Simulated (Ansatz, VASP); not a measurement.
**One calculation of Sc2Cr, two programs**

```
CELL_PARAMETERS angstrom
0.00000 4.05511 4.05511
4.05511 0.00000 4.05511
4.05511 4.05511 0.00000
ATOMIC_POSITIONS crystal
Sc 0.62500 0.62500 0.62500
Sc 0.12500 0.62500 0.62500
Sc 0.62500 0.62500 0.12500
Sc 0.62500 0.12500 0.62500
Cr 0.00000 0.00000 0.00000
Cr 0.25000 0.25000 0.25000
```

Alike in both runs: functional PBE; k mesh 4 × 4 × 4; occupations gaussian, width 0.1 eV; collinear spin.

Ansatz relaxed the structure, and its values are those at the end. VASP's run is a single point on that final structure, the one shown.

|  | VASP | Ansatz |
| --- | --- | --- |
| version | VASP 6.6.1 | Ansatz 0.2.0 |
| potentials or method | VASP PAW PBE potentials, release 64 (Sc_sv, Cr_pv), cutoff 520 eV | scalar-relativistic, plane waves, PAW |
| valence electrons in the cell | 68 | 72 |

```tsv
	VASP	Ansatz	Ansatz less VASP
gap on the k mesh at the Fermi level (eV)	none	none	-
pressure (GPa)	0.2	0.1	-0.13
net moment per atom (μB)	1.17	1.17	-0.002
size of the moment on the site where the two differ most (μB)	3.63	3.86	+0.231
```

Site moments also hang on the region over which each program counts them. A gap of «none» marks a metal or a gap that the smearing closes. VASP's potentials hold 68 valence electrons a cell and Ansatz's 72, so a difference there can come from the potentials and not from the codes.
